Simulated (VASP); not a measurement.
Ga3Se: single point with r2SCAN

Crystal: Ga3Se.

```
Ga Se
1.0
     4.43246    0.00000    0.00000
     0.00000    4.43246    0.00000
     0.00000    0.00000    4.52111
Ga Se
3 1
Direct
  0.00000 0.50000 0.50000
  0.50000 0.00000 0.50000
  0.50000 0.50000 0.00000
  0.00000 0.00000 0.00000
```

| Item | Value |
| --- | --- |
| Program | VASP 6.6.1 |
| Task | single point |
| Functional | r2SCAN |
| Potentials or basis | VASP PAW PBE potentials, release 64 (Ga_d, Se) |
| Cutoff | 520 eV |
| k mesh | 8 × 8 × 8 |
| Occupations | fermi-dirac, width 0.05 eV |
| Spin | no spin polarisation |

| Item | Value |
| --- | --- |
| Pressure | -2.3 GPa |
| Band gap on the k mesh | zero (an odd number of electrons rules out a gap without spin polarisation) |

Stress tensor (GPa, compression positive):
```
-2.22  0.00  0.00
 0.00 -2.22  0.00
 0.00  0.00 -2.47
```

Levels at points of the mesh, in eV from the Fermi level:
```tsv
k point	band 19	band 20	band 21	band 22	band 23	band 24	band 25	band 26
(0.00, 0.00, 0.00)	-3.81	-3.81	-3.00	-2.76	1.57	1.60	1.60	4.59
(0.50, 0.00, 0.00)	-2.99	-2.86	-2.30	-1.13	-0.34	-0.13	1.41	4.20
(0.50, 0.50, 0.00)	-6.55	-2.34	-0.93	-0.93	-0.75	1.21	1.73	1.73
(0.00, 0.00, 0.50)	-2.92	-2.92	-2.16	-1.09	-0.23	-0.23	1.55	4.03
(0.50, 0.00, 0.50)	-6.64	-2.28	-0.75	-0.69	-0.54	1.52	1.84	1.85
(0.50, 0.50, 0.50)	-5.22	-4.96	-4.96	-4.94	-3.63	3.88	4.18	4.18
```

Run time: 3.8 min on 1 thread of Intel(R) Xeon(R) 6975P-C (Granite Rapids), on a shared host, peak memory 0.32 GiB.

Caveat: the PAW data sets were made with another functional, which shifts forces and pressure a little.
